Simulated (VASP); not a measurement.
Write the native input for VASP 6.6.1 that does the following.

```
Task                   : single point
Functional             : LDA
Potentials or basis    : VASP PAW LDA potentials, release 64 (Cd_sv_GW, F)
Cutoff                 : 700 eV
k mesh                 : 9 × 9 × 9
Occupations            : fermi-dirac, width 0.05 eV
Spin                   : no spin polarisation
Dipole correction      : no
Further INCAR settings : ALGO = Normal; EDIFF = 1e-06; NBANDS = 24
```

The structure of CdF2 lies in POSCAR:

```
CdF2
1.0
    0.0000000000      2.7468369436      2.7468369436
    2.7468369436      0.0000000000      2.7468369436
    2.7468369436      2.7468369436      0.0000000000
Cd F
1 2
Direct
    0.0000000000      0.0000000000      0.0000000000
    0.7500000000      0.7500000000      0.7500000000
    0.2500000000      0.2500000000      0.2500000000
```

These files were run (other wordings do the same):

INCAR

```
SYSTEM = CdF2
PREC = Accurate ; ENCUT = 700
EDIFF = 1E-6 ; ISMEAR = -1
SIGMA = 0.05 ; LREAL = .False.
LASPH = .True. ; NELM = 120
ALGO = Normal ; ISIF = 2
LWAVE = .False. ; LCHARG = .False.
GGA = CA ; NBANDS = 24
GGA_COMPAT = .False.
```

KPOINTS

```
regular mesh
0
Gamma
  9 9 9
  0 0 0
```

Potentials or basis: VASP PAW LDA potentials, release 64 (Cd_sv_GW, F).

The run is started by

```bash
$ cat potpaw_LDA.64/Cd_sv_GW/POTCAR potpaw_LDA.64/F/POTCAR > POTCAR
$ mpirun -np 1 vasp_std > vasp.out
```

It gave:

The pressure is -10.9 GPa. The band gap on the k mesh is 2.64 eV (least direct gap 3.16 eV).

Caveat: the cell stands under tension; an odd mesh through Γ misses points on the zone boundary, where band edges can lie.

It took 44 s on 1 thread of Intel(R) Xeon(R) Platinum 8259CL CPU @ 2.50GHz (Skylake/Cascade Lake), on a shared host, peak memory 0.21 GiB.
